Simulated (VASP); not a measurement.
Crystal: MgO.

```xyz
2
Lattice="0.0000 2.1085 2.1085 2.1085 0.0000 2.1085 2.1085 2.1085 0.0000" Properties=species:S:1:pos:R:3 pbc="T T T"
Mg    0.0000    0.0000    0.0000
O     2.1085    2.1085    2.1085
```

* Program: VASP 6.6.1
* Task: relaxation of volume and atoms at fixed shape
* Functional: LDA
* Potentials or basis: VASP PAW LDA potentials, release 64 (Mg_sv, O)
* Cutoff: 840 eV
* k mesh: 9 × 9 × 9
* Occupations: gaussian, width 0.01 eV
* Spin: no spin polarisation

At the start: pressure -6.0 GPa; volume 9.37 Å³/atom.

Question: How do energy, volume and symmetry change on relaxing?

Answer: Over 3 steps the energy falls by 6.6 meV/atom and the volume is 9.03 Å³/atom (-3.6 %); space group Fm-3m (No. 225, to 0.1 Å) before and after.

Step by step:
| step | energy change (eV) | largest force (eV/Å) | pressure (GPa) | volume (Å³) |
| --- | --- | --- | --- | --- |
| 1 | 0.0000 | 0.0000 | -6.00 | 18.75 |
| 2 | -0.0111 | 0.0000 | 2.59 | 17.81 |
| 3 | -0.0132 | 0.0000 | 0.02 | 18.07 |

Final structure:
```xyz
2
Lattice="0.0000 2.0827 2.0827 2.0827 0.0000 2.0827 2.0827 2.0827 0.0000" Properties=species:S:1:pos:R:3 pbc="T T T"
Mg    0.0000    0.0000    0.0000
O     2.0827    2.0827    2.0827
```
